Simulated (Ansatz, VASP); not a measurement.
## Os: VASP beside Ansatz

```
Os
1.0
     2.68060    0.00000    0.00000
    -1.34030    2.32146    0.00000
     0.00000    0.00000    8.60693
Os
4
Direct
  0.00000 0.00000 0.00000
  0.00000 0.00000 0.50000
  0.33333 0.66667 0.25000
  0.66667 0.33333 0.75000
```

Alike in both runs: task single point; functional PBEsol; k mesh 15 × 15 × 4; occupations fermi-dirac, width 0.1 eV; no spin polarisation.

```csv
,VASP,Ansatz
version,VASP 6.6.1,Ansatz 0.2.0
potentials or method,"VASP PAW PBE potentials, release 64 (Os), cutoff 520 eV","plane waves (420 eV) with PAW, scalar-relativistic"
valence electrons in the cell,32,64
```

```csv
,VASP,Ansatz,Ansatz less VASP
pressure (GPa),20.1,18.9,-1.13
"traceless stress, the component that is largest in VASP (GPa)",1.83,1.86,+0.024
```

VASP's potentials were made for PBE, not for PBEsol, and Ansatz warns of the same on its side. VASP's potentials hold 32 valence electrons a cell and Ansatz's 64, so a difference there can come from the potentials and not from the codes.

Neither program's run includes spin-orbit coupling.
